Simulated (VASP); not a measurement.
# C in VASP: single point with LDA

Aim: the single point of C with LDA.

All numbers are computed with VASP 6.6.1; they aren't measurements. Logs are shortened: lines on timing, memory, paths and dates and some standing lists are left out, and cuts for length are marked.

### 1 The cell of the first run

The cell holds a slab with vacuum, 2 atoms: a = 2.200 Å, b = 2.200 Å, c = 28.000 Å, α = 90.00°, β = 90.00°, γ = 120.00°.

### 2 Single point, LDA

INCAR reads:

```
SYSTEM = C
PREC = Accurate
ENCUT = 520
EDIFF = 1E-7
ISMEAR = 0
SIGMA = 0.1
LREAL = .FALSE.
LASPH = .TRUE.
NELM = 100
ALGO = Normal
ISIF = 2
LWAVE = .FALSE.
LCHARG = .FALSE.
LDIPOL = .TRUE.
IDIPOL = 3
DIPOL = 0.5 0.5 0.500
NBANDS = 11
```

KPOINTS reads:

```
Automatic mesh
0
G
  21 21 1
  0 0 0
```

POSCAR reads:

```
C
1.0
    2.2000000000      0.0000000000      0.0000000000
   -1.1000000000      1.9052558883      0.0000000000
    0.0000000000      0.0000000000     28.0000000000
C
2
Direct
    0.3333333333      0.6666666667      0.5051071429
    0.6666666667      0.3333333333      0.4948928571
```

Potentials or basis: VASP PAW LDA potentials, release 64 (C).

The run is started by

```sh
$ cat potpaw_LDA.64/C/POTCAR > POTCAR
$ mpirun -np 1 vasp_std > vasp.out
```

OUTCAR:

```text
SYSTEM = C
   PREC = Accurate
   ENCUT = 520
   EDIFF = 1E-7
   ISMEAR = 0
   LREAL = .FALSE.
   LASPH = .TRUE.
   NELM = 100
   ISIF = 2

 ion  position               nearest neighbor table
   1  0.333  0.667  0.505-   2 1.30   2 1.30   2 1.30
   2  0.667  0.333  0.495-   1 1.30   1 1.30   1 1.30

  LATTYP: Found a hexagonal cell.
 ALAT       =     2.2000000000
 C/A-ratio  =    12.7272727273

  Lattice vectors:

 A1 = (   2.2000000000,   0.0000000000,   0.0000000000)
 A2 = (  -1.1000000000,   1.9052558883,   0.0000000000)
 A3 = (   0.0000000000,   0.0000000000,  28.0000000000)

Analysis of symmetry for initial positions (statically):
=====================================================================
 Subroutine PRICEL returns:
 Original cell was already a primitive cell.

 Routine SETGRP: Setting up the symmetry group for a
 hexagonal supercell.

 Subroutine GETGRP returns: Found 12 space group operations
 (whereof 12 operations were pure point group operations)
 out of a pool of 24 trial point group operations.

The static configuration has the point symmetry D_3d.

Analysis of symmetry for dynamics (positions and initial velocities):
=====================================================================
 Subroutine PRICEL returns:
 Original cell was already a primitive cell.

 Routine SETGRP: Setting up the symmetry group for a
 hexagonal supercell.

 Subroutine GETGRP returns: Found 12 space group operations
 (whereof 12 operations were pure point group operations)
 out of a pool of 24 trial point group operations.

The dynamic configuration has the point symmetry D_3d.

 Subroutine INISYM returns: Found 12 space group operations
 (whereof 12 operations are pure point group operations),
 and found     1 'primitive' translations

----------------------------------------------------------------------------------------

                                     Primitive cell

  volume of cell :     117.3638

  direct lattice vectors                    reciprocal lattice vectors
     2.200000000  0.000000000  0.000000000     0.454545455  0.262431941  0.000000000
    -1.100000000  1.905255888  0.000000000     0.000000000  0.524863881  0.000000000
     0.000000000  0.000000000 28.000000000     0.000000000  0.000000000  0.035714286

  length of vectors
     2.200000000  2.200000000 28.000000000     0.524863881  0.524863881  0.035714286

  position of ions in fractional coordinates (direct lattice)
     0.333333333  0.666666667  0.505107143
     0.666666667  0.333333333  0.494892857

  ion indices of the primitive-cell ions
   primitive index   ion index
                 1           1
                 2           2

----------------------------------------------------------------------------------------

 KPOINTS: Automatic mesh

Automatic generation of k-mesh.
 Grid dimensions read from file:
 generate k-points for:   21   21    1

 Generating k-lattice:

  Cartesian coordinates                     Fractional coordinates (reciprocal lattice)
     0.021645022  0.012496759  0.000000000     0.047619048  0.000000000  0.000000000
     0.000000000  0.024993518  0.000000000     0.000000000  0.047619048  0.000000000
     0.000000000  0.000000000  0.035714286     0.000000000  0.000000000  1.000000000

  Length of vectors
     0.024993518  0.024993518  0.035714286

  Shift w.r.t. Gamma in fractional coordinates (k-lattice)
     0.000000000  0.000000000  0.000000000

 Subroutine IBZKPT returns following result:
 ===========================================

 Found     48 irreducible k-points:

 Following reciprocal coordinates:
            Coordinates               Weight
  0.000000  0.000000  0.000000      1.000000
  0.047619  0.000000  0.000000      6.000000
  0.095238  0.000000  0.000000      6.000000
  0.142857  0.000000  0.000000      6.000000
  0.190476  0.000000  0.000000      6.000000
  0.238095  0.000000  0.000000      6.000000
[... 16 lines left out ...]
  0.142857  0.095238  0.000000     12.000000
  0.190476  0.095238  0.000000     12.000000
 [... further k-points ...]
   k-points           NKPTS =     48   k-points in BZ     NKDIM =     48   number of bands    NBANDS=     11
   number of dos      NEDOS =    301   number of ions     NIONS =      2
   total plane-waves  NPLWV =  53760
   dimension x,y,z NGX =    16 NGY =   16 NGZ =  210
   dimension x,y,z NGXF=    32 NGYF=   32 NGZF=  420
   ions per type =               2
   NGX,Y,Z   is equivalent  to a cutoff of  12.09, 12.09, 12.47 a.u.
   NGXF,Y,Z  is equivalent  to a cutoff of  24.18, 24.18, 24.94 a.u.
 SYSTEM =  C
   PREC   = accura    normal or accurate (medium, high low for compatibility)
   ISTART =      0    job   : 0-new  1-cont  2-samecut
   ICHARG =      2    charge: 1-file 2-atom 10-const
   ISPIN  =      1    spin polarized calculation?
   LNONCOLLINEAR =      F non collinear calculations
   LSORBIT =      F    spin-orbit coupling
   LASPH  =      T    aspherical Exc in radial PAW
   ENCUT  =  520.0 eV  38.22 Ry    6.18 a.u.   4.09  4.09 52.06*2*pi/ulx,y,z
   NELM   =    100;   NELMIN=  2; NELMDL= -5     # of ELM steps
   EDIFF  = 0.1E-06   stopping-criterion for ELM
   LREAL  =      F    real-space projection
   EDIFFG = 0.1E-05   stopping-criterion for IOM
   NSW    =      0    number of steps for IOM
   IBRION =     -1    ionic relax: 0-MD 1-quasi-New 2-CG
   NFREE  =      0    steps in history (QN), initial steepest desc. (CG)
   ISIF   =      2    stress and relaxation
   ISYM   =      2    0-nonsym 1-usesym 2-fastsym
   POTIM  = 0.5000    time-step for ionic-motion
   TEBEG  =    0.0;   TEEND  =   0.0 temperature during run
   PSTRESS=    0.0 pullay stress
   NELECT =       8.0000    total number of electrons
   NUPDOWN=      -1.0000    fix difference up-down
   EMIN   =  10.00;   EMAX   =-10.00  energy-range for DOS
   EFERMI =   0.00;   METHOD = LEGACY
   ISMEAR =     0;   SIGMA  =   0.10  broadening in eV -4-tet -1-fermi 0-gaus
   EFERMI_NEDOS =   21; number of points for ismear=-14 and -15
   IALGO  =     38    algorithm
   IMIX   =      4    mixing-type and parameters
     AMIX     =   0.40;   BMIX     =  1.00
     AMIX_MAG =   1.60;   BMIX_MAG =  1.00
  volume/ion in A,a.u.               =      58.68       396.00
  Fermi-wavevector in a.u.,A,eV,Ry     =   0.668744  1.263744  6.084785  0.447219
  Thomas-Fermi vector in A             =   1.743749
   LORBIT       =      0    0 simple, 1 ext, 2 COOP (PROOUT), +10 PAW based schemes
   GGA     = CA    functional components
   LHFCALC =     F    Hartree Fock is set to
   AEXX    =    0.0000 exact exchange contribution
   IVDW    =     0    specifies the selected vdW correction
   LEPSILON=     F    determine dielectric tensor
   LRPA    =     F    only Hartree local field effects (RPA)
 non-spin polarized calculation
 Gauss-broadening in eV      SIGMA  =   0.10
  energy-cutoff  :      520.00
  volume of cell :      117.36
 maximum number of plane-waves:      3202
   NGX =  9   NGY =  9   NGZ =105

 dipolmoment           0.000000      0.000000      0.000000 electrons x Angstroem

 number of electron       8.0000003 magnetization

 dipolmoment           0.000000      0.000000     -0.000000 electrons x Angstroem

 Free energy of the ion-electron system (eV)
  ---------------------------------------------------
  ext. energy  EPLUGINS =         0.00000000
  ---------------------------------------------------
  free energy    TOTEN  =       -17.77290204 eV

  energy without entropy =      -17.77239030  energy(sigma->0) =      -17.77264617

 E-fermi :  -2.2765     XC(G=0):  -1.6923

 val. band max:       -2.2765274420   @ k =   0.3333   0.3333   0.0000
 cond. band min:      -2.2765274357   @ k =   0.3333   0.3333   0.0000
 fundamental gap:      0.0000000063
 Fermi energy:        -2.2765274384

 k-point     1 :       0.0000    0.0000    0.0000
  band No.  band energies     occupation
      1     -24.2213      2.00000
      2     -12.1781      2.00000
      3      -3.9498      2.00000
      4      -3.9498      2.00000
      5      -0.6365      0.00000
      6       1.0170      0.00000
      7       1.2761      0.00000
      8       1.6610      0.00000
      9       1.8071      0.00000
     10       2.6535      0.00000
     11       2.8266      0.00000

 k-point     2 :       0.0476    0.0000    0.0000
  band No.  band energies     occupation
      1     -24.1561      2.00000
      2     -12.0999      2.00000
      3      -4.2178      2.00000
      4      -4.1191      2.00000
      5      -0.5545      0.00000
      6       1.1107      0.00000
      7       1.3699      0.00000
      8       1.7549      0.00000
      9       1.8996      0.00000
     10       2.7472      0.00000
     11       2.9169      0.00000

 k-point     3 :       0.0952    0.0000    0.0000
  band No.  band energies     occupation
      1     -23.9604      2.00000
      2     -11.8673      2.00000
      3      -4.9680      2.00000
      4      -4.5759      2.00000
      5      -0.3098      0.00000
      6       1.3909      0.00000
      7       1.6511      0.00000
      8       2.0361      0.00000
      9       2.1765      0.00000
     10       3.0280      0.00000
     11       3.1871      0.00000

 k-point     4 :       0.1429    0.0000    0.0000
  band No.  band energies     occupation
      1     -23.6350      2.00000
      2     -11.4881      2.00000
      3      -6.0724      2.00000
      4      -5.2086      2.00000
      5       0.0909      0.00000
      6       1.8560      0.00000
      7       2.1197      0.00000
      8       2.5041      0.00000
      9       2.6368      0.00000
     10       3.4948      0.00000
     11       3.6333      0.00000

 k-point     5 :       0.1905    0.0000    0.0000
  band No.  band energies     occupation
      1     -23.1805      2.00000
      2     -10.9891      2.00000
      3      -7.3775      2.00000
      4      -5.9081      2.00000
      5       0.6290      0.00000
      6       2.5046      0.00000
      7       2.7751      0.00000
      8       3.1585      0.00000
      9       3.2760      0.00000
     10       4.1468      0.00000
     11       4.2435      0.00000
[... 211 lines left out ...]
 k-point    21 :       0.4762    0.0476    0.0000
  band No.  band energies     occupation
      1     -17.2936      2.00000
      2     -17.0966      2.00000
      3      -8.8132      2.00000
      4      -5.0424      2.00000
      5      -1.1070      0.00000
      6       9.2897      0.00000
      7       9.3139      0.00000
      8       9.8803      0.00000
      9      11.2690      0.00000
     10      11.3209      0.00000
     11      11.7111      0.00000

 k-point    22 :       0.0952    0.0952    0.0000
  band No.  band energies     occupation
      1     -23.4401      2.00000
      2     -11.2660      2.00000
      3      -6.4222      2.00000
      4      -5.8176      2.00000
      5       0.3269      0.00000
      6       2.1351      0.00000
      7       2.4007      0.00000
      8       2.7849      0.00000
      9       2.9119      0.00000
     10       3.7750      0.00000
     11       3.8981      0.00000

 k-point    23 :       0.1429    0.0952    0.0000
  band No.  band energies     occupation
      1     -22.9863      2.00000
      2     -10.7829      2.00000
      3      -7.4900      2.00000
      4      -6.6417      2.00000
      5       0.8521      0.00000
      6       2.7836      0.00000
      7       3.0557      0.00000
      8       3.4393      0.00000
      9       3.5479      0.00000
     10       4.4272      0.00000
     11       4.4988      0.00000

 k-point    24 :       0.1905    0.0952    0.0000
  band No.  band energies     occupation
      1     -22.4053      2.00000
      2     -10.3620      2.00000
      3      -8.5822      2.00000
      4      -7.3738      2.00000
      5       1.4481      0.00000
      6       3.6131      0.00000
      7       3.8947      0.00000
      8       4.2785      0.00000
      9       4.3393      0.00000
     10       5.1919      0.00000
     11       5.2666      0.00000

 [... further k-points ...]

------------------------ aborting loop because EDIFF is reached ----------------------------------------

 vacuum level on the upper side and lower side of the slab       (xc-potential included)        -0.013        -0.013

  FORCE on cell =-STRESS in cart. coord.  units (eV):
  Direction    XX          YY          ZZ          XY          YZ          ZX
  --------------------------------------------------------------------------------------
  -------------------------------------------------------------------------------------
  Total       16.9521690     16.9521690     -1.1908391      0.0000000     -0.0000000     -0.0000000
  in kB      231.4205013    231.4205013    -16.2565970      0.0000000     -0.0000000     -0.0000000
  external PRESSURE =     148.8614685 kB  Pullay stress =       0.0000000 kB

 VOLUME and BASIS-vectors are now :
 -----------------------------------------------------------------------------
  energy-cutoff  :      520.00
  volume of cell :      117.36
      direct lattice vectors                 reciprocal lattice vectors
     2.200000000  0.000000000  0.000000000     0.454545455  0.262431941  0.000000000
    -1.100000000  1.905255888  0.000000000     0.000000000  0.524863881  0.000000000
     0.000000000  0.000000000 28.000000000     0.000000000  0.000000000  0.035714286

 POSITION                                       TOTAL-FORCE (eV/Angst)
 -----------------------------------------------------------------------------------
     -0.00000      1.27017     14.14300         0.000000      0.000000     -4.082685
      1.10000      0.63509     13.85700        -0.000000      0.000000      4.082685
 -----------------------------------------------------------------------------------
    total drift:                               -0.000000      0.000000     -0.000000

  FREE ENERGIE OF THE ION-ELECTRON SYSTEM (eV)
  ---------------------------------------------------
  free  energy   TOTEN  =       -17.7729020384 eV

  energy  without entropy=      -17.7723903018  energy(sigma->0) =      -17.77264617

 vacuum level on the upper side and lower side of the slab         1.227         1.227
```

It took 40 s on 1 thread of Intel Xeon 6975P-C (Granite Rapids), shared host; peak memory 0.19 GiB.

Results:

* Free energy: -17.7729 eV
* Largest force: 4.083 eV/Å
* Band gap on the k mesh: zero (filled and empty bands touch)

Forces in eV/Å, atoms in the order of the input:
```
C    0.000  0.000 -4.083
C    0.000  0.000  4.083
```
